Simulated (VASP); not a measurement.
# O2 in VASP: single point with PBEsol

Aim: the single point of O2 with PBEsol.

Everything below comes from runs of VASP 6.6.1. Logs are shortened: lines on timing, memory, paths and dates and some standing lists are left out, and cuts for length are marked.

## 1. The cell of the first run

The cell holds a molecule in a box, 2 atoms: a = 9.000 Å, b = 9.500 Å, c = 10.000 Å, α = 90.00°, β = 90.00°, γ = 90.00°.

## 2. Single point, PBEsol, collinear spin, ferromagnetic start

Input file INCAR:

```
ALGO = Normal
EDIFF = 1E-6
ENCUT = 1000
GGA = PS
GGA_COMPAT = False
ISIF = 2
ISMEAR = -1
ISPIN = 2
LASPH = True
LCHARG = False
LORBIT = 11
LREAL = False
LWAVE = False
MAGMOM = 1 1
NBANDS = 17
NELM = 200
NELMDL = -8
PREC = Accurate
SIGMA = 0.05
```

Input file KPOINTS:

```
k-points
0
Gamma
  1 1 1
```

Input file POSCAR:

```
O
1.0
    9.0000000000      0.0000000000      0.0000000000
    0.0000000000      9.5000000000      0.0000000000
    0.0000000000      0.0000000000     10.0000000000
O
2
Direct
    0.5000000000      0.5000000000      0.4395051325
    0.5000000000      0.5000000000      0.5604948675
```

Potentials or basis: VASP PAW PBE potentials, release 64 (O_h).

Started as:

```console
> cat potpaw_PBE.64/O_h/POTCAR > POTCAR
> mpirun -np 1 vasp_gam > vasp.out
```

OUTCAR:

```text
EDIFF = 1E-6
   ENCUT = 1000
   GGA = PS
   ISIF = 2
   ISMEAR = -1
   ISPIN = 2
   LASPH = True
   LORBIT = 11
   LREAL = False
   NELM = 200
   NELMDL = -8
   PREC = Accurate

 ion  position               nearest neighbor table
   1  0.500  0.500  0.440-   2 1.21
   2  0.500  0.500  0.560-   1 1.21

  LATTYP: Found a simple orthorhombic cell.
 ALAT       =     9.0000000000
 B/A-ratio  =     1.0555555556
 C/A-ratio  =     1.1111111111

  Lattice vectors:

 A1 = (   9.0000000000,   0.0000000000,   0.0000000000)
 A2 = (   0.0000000000,   9.5000000000,   0.0000000000)
 A3 = (   0.0000000000,   0.0000000000,  10.0000000000)

Analysis of symmetry for initial positions (statically):
=====================================================================
 Subroutine PRICEL returns:
 Original cell was already a primitive cell.

 Routine SETGRP: Setting up the symmetry group for a
 simple orthorhombic supercell.

 Subroutine GETGRP returns: Found  8 space group operations
 (whereof  8 operations were pure point group operations)
 out of a pool of  8 trial point group operations.

The static configuration has the point symmetry D_2h.

Analysis of symmetry for dynamics (positions and initial velocities):
=====================================================================
 Subroutine PRICEL returns:
 Original cell was already a primitive cell.

 Routine SETGRP: Setting up the symmetry group for a
 simple orthorhombic supercell.

 Subroutine GETGRP returns: Found  8 space group operations
 (whereof  8 operations were pure point group operations)
 out of a pool of  8 trial point group operations.

The dynamic configuration has the point symmetry D_2h.

Analysis of structural, dynamic, and magnetic symmetry:
=====================================================================
 Subroutine PRICEL returns:
 Original cell was already a primitive cell.

 Routine SETGRP: Setting up the symmetry group for a
 simple orthorhombic supercell.

 Subroutine GETGRP returns: Found  8 space group operations
 (whereof  8 operations were pure point group operations)
 out of a pool of  8 trial point group operations.

The overall configuration has the point symmetry D_2h.

 Subroutine INISYM returns: Found  8 space group operations
 (whereof  8 operations are pure point group operations),
 and found     1 'primitive' translations

----------------------------------------------------------------------------------------

                                     Primitive cell

  volume of cell :     855.0000

  direct lattice vectors                    reciprocal lattice vectors
     9.000000000  0.000000000  0.000000000     0.111111111  0.000000000  0.000000000
     0.000000000  9.500000000  0.000000000     0.000000000  0.105263158  0.000000000
     0.000000000  0.000000000 10.000000000     0.000000000  0.000000000  0.100000000

  length of vectors
     9.000000000  9.500000000 10.000000000     0.111111111  0.105263158  0.100000000

  position of ions in fractional coordinates (direct lattice)
     0.500000000  0.500000000  0.439505133
     0.500000000  0.500000000  0.560494867

  ion indices of the primitive-cell ions
   primitive index   ion index
                 1           1
                 2           2

----------------------------------------------------------------------------------------

 KPOINTS: k-points

Automatic generation of k-mesh.
 Grid dimensions read from file:
 generate k-points for:    1    1    1

 Generating k-lattice:

  Cartesian coordinates                     Fractional coordinates (reciprocal lattice)
     0.111111111  0.000000000  0.000000000     1.000000000  0.000000000  0.000000000
     0.000000000  0.105263158  0.000000000     0.000000000  1.000000000  0.000000000
     0.000000000  0.000000000  0.100000000     0.000000000  0.000000000  1.000000000

  Length of vectors
     0.111111111  0.105263158  0.100000000

  Shift w.r.t. Gamma in fractional coordinates (k-lattice)
     0.000000000  0.000000000  0.000000000

 Subroutine IBZKPT returns following result:
 ===========================================

 Found      1 irreducible k-points:

 Following reciprocal coordinates:
            Coordinates               Weight
  0.000000  0.000000  0.000000      1.000000
   k-points           NKPTS =      1   k-points in BZ     NKDIM =      1   number of bands    NBANDS=     17
   number of dos      NEDOS =    301   number of ions     NIONS =      2
   total plane-waves  NPLWV = ******
   dimension x,y,z NGX =    96 NGY =   98 NGZ =  108
   dimension x,y,z NGXF=   192 NGYF=  196 NGZF=  216
   ions per type =               2
   NGX,Y,Z   is equivalent  to a cutoff of  17.73, 17.15, 17.95 a.u.
   NGXF,Y,Z  is equivalent  to a cutoff of  35.47, 34.30, 35.91 a.u.
 SYSTEM =  unknown system
   PREC   = accura    normal or accurate (medium, high low for compatibility)
   ISTART =      0    job   : 0-new  1-cont  2-samecut
   ICHARG =      2    charge: 1-file 2-atom 10-const
   ISPIN  =      2    spin polarized calculation?
   LNONCOLLINEAR =      F non collinear calculations
   LSORBIT =      F    spin-orbit coupling
   LASPH  =      T    aspherical Exc in radial PAW
   ENCUT  = 1000.0 eV  73.50 Ry    8.57 a.u.  23.21 24.50 25.78*2*pi/ulx,y,z
   NELM   =    200;   NELMIN=  2; NELMDL= -8     # of ELM steps
   EDIFF  = 0.1E-05   stopping-criterion for ELM
   LREAL  =      F    real-space projection
   EDIFFG = 0.1E-04   stopping-criterion for IOM
   NSW    =      0    number of steps for IOM
   IBRION =     -1    ionic relax: 0-MD 1-quasi-New 2-CG
   NFREE  =      0    steps in history (QN), initial steepest desc. (CG)
   ISIF   =      2    stress and relaxation
   ISYM   =      2    0-nonsym 1-usesym 2-fastsym
   POTIM  = 0.5000    time-step for ionic-motion
   TEBEG  =    0.0;   TEEND  =   0.0 temperature during run
   PSTRESS=    0.0 pullay stress
   NELECT =      12.0000    total number of electrons
   NUPDOWN=      -1.0000    fix difference up-down
   EMIN   =  10.00;   EMAX   =-10.00  energy-range for DOS
   EFERMI =   0.00;   METHOD = LEGACY
   ISMEAR =    -1;   SIGMA  =   0.05  broadening in eV -4-tet -1-fermi 0-gaus
   EFERMI_NEDOS =   21; number of points for ismear=-14 and -15
   IALGO  =     38    algorithm
   IMIX   =      4    mixing-type and parameters
     AMIX     =   0.40;   BMIX     =  1.00
     AMIX_MAG =   1.60;   BMIX_MAG =  1.00
  volume/ion in A,a.u.               =     427.50      2884.91
  Fermi-wavevector in a.u.,A,eV,Ry     =   0.394893  0.746240  2.121703  0.155941
  Thomas-Fermi vector in A             =   1.339966
   LORBIT       =     11    0 simple, 1 ext, 2 COOP (PROOUT), +10 PAW based schemes
   GGA     = PS    functional components
   LHFCALC =     F    Hartree Fock is set to
   AEXX    =    0.0000 exact exchange contribution
   IVDW    =     0    specifies the selected vdW correction
   LEPSILON=     F    determine dielectric tensor
   LRPA    =     F    only Hartree local field effects (RPA)
 spin polarized calculation
  energy-cutoff  :     1000.00
  volume of cell :      855.00
 maximum number of plane-waves:     30729
 NGX is ok and might be reduce to    96
   NGX = 47   NGY = 49   NGZ = 51

 number of electron      11.9999996 magnetization       1.9999996

 Free energy of the ion-electron system (eV)
  ---------------------------------------------------
  ext. energy  EPLUGINS =         0.00000000
  ---------------------------------------------------
  free energy    TOTEN  =       -10.45282579 eV

  energy without entropy =      -10.45282579  energy(sigma->0) =      -10.45282579

 E-fermi :  -5.4544     XC(G=0):  -0.6186

 val. band max:       -6.5813053104   @ k =   0.0000   0.0000   0.0000
 cond. band min:      -4.3100925162   @ k =   0.0000   0.0000   0.0000
 fundamental gap:      2.2712127942
 Fermi energy:        -5.4543533978

 spin component 1

 k-point     1 :       0.0000    0.0000    0.0000
  band No.  band energies     occupation
      1     -32.7000      1.00000
      2     -20.2313      1.00000
      3     -13.3825      1.00000
      4     -13.3330      1.00000
      5     -13.3330      1.00000
      6      -6.5813      1.00000
[... 9 lines left out ...]
     16       2.8248      0.00000
     17       2.9162      0.00000
 Fermi energy:        -5.4543533978

 spin component 2

 k-point     1 :       0.0000    0.0000    0.0000
  band No.  band energies     occupation
      1     -31.4682      1.00000
      2     -18.4481      1.00000
      3     -12.3592      1.00000
      4     -11.4942      1.00000
      5     -11.4942      1.00000
      6      -4.3101      0.00000
[... 9 lines left out ...]
     16       2.9938      0.00000
     17       3.0039      0.00000

------------------------ aborting loop because EDIFF is reached ----------------------------------------

  FORCE on cell =-STRESS in cart. coord.  units (eV):
  Direction    XX          YY          ZZ          XY          YZ          ZX
  --------------------------------------------------------------------------------------
  -------------------------------------------------------------------------------------
  Total       -0.0094813     -0.0077618      0.2496800     -0.0000000      0.0000000      0.0000000
  in kB       -0.0177670     -0.0145448      0.4678733     -0.0000000      0.0000000      0.0000000
  external PRESSURE =       0.1451872 kB  Pullay stress =       0.0000000 kB

 VOLUME and BASIS-vectors are now :
 -----------------------------------------------------------------------------
  energy-cutoff  :     1000.00
  volume of cell :      855.00
      direct lattice vectors                 reciprocal lattice vectors
     9.000000000  0.000000000  0.000000000     0.111111111  0.000000000  0.000000000
     0.000000000  9.500000000  0.000000000     0.000000000  0.105263158  0.000000000
     0.000000000  0.000000000 10.000000000     0.000000000  0.000000000  0.100000000

 POSITION                                       TOTAL-FORCE (eV/Angst)
 -----------------------------------------------------------------------------------
      4.50000      4.75000      4.39505         0.000000      0.000000     -0.213395
      4.50000      4.75000      5.60495         0.000000      0.000000      0.213395
 -----------------------------------------------------------------------------------
    total drift:                                0.000000      0.000000      0.000000

  FREE ENERGIE OF THE ION-ELECTRON SYSTEM (eV)
  ---------------------------------------------------
  free  energy   TOTEN  =       -10.4528257894 eV

  energy  without entropy=      -10.4528257888  energy(sigma->0) =      -10.45282579

 total charge

# of ion       s       p       d       tot
------------------------------------------
    1        1.082   2.219   0.000   3.302
    2        1.082   2.219   0.000   3.302
--------------------------------------------------
tot          2.165   4.439   0.000   6.604

 magnetization (x)

# of ion       s       p       d       tot
------------------------------------------
    1        0.013   0.606   0.000   0.619
    2        0.013   0.606   0.000   0.619
--------------------------------------------------
tot          0.026   1.213   0.000   1.239
```

It took 6.8 min on 1 thread of Intel Xeon Platinum 8488C (Sapphire Rapids), shared host; peak memory 2.2 GiB.

What came out:

* Free energy: -10.4528 eV
* Largest force: 0.213 eV/Å
* Gap between the frontier levels: 2.27 eV
* Net moment: 2.00 μB per cell
* Site moments: O +0.62 μB
* Valence electrons inside the program's atomic spheres: O 3.30

Forces in eV/Å, atoms in the order of the input:
```
O    0.000  0.000 -0.213
O    0.000  0.000  0.213
```

Levels at points of the mesh, in eV from the valence-band top:
Spin up:
| k point | band 5 | band 6 | band 7 | band 8 | band 9 | band 10 |
| --- | --- | --- | --- | --- | --- | --- |
| (0.00, 0.00, 0.00) | -6.75 | 0.00 | 0.00 | 6.33 | 7.56 | 7.89 |
Spin down:
```csv
k point,band 1,band 2,band 3,band 4,band 5,band 6,band 7,band 8,band 9,band 10
"(0.00, 0.00, 0.00)",-24.89,-11.87,-5.78,-4.91,-4.91,2.27,2.27,6.44,7.78,7.95
```

Caveat: the PAW data sets were made with another functional, which shifts forces and pressure a little.
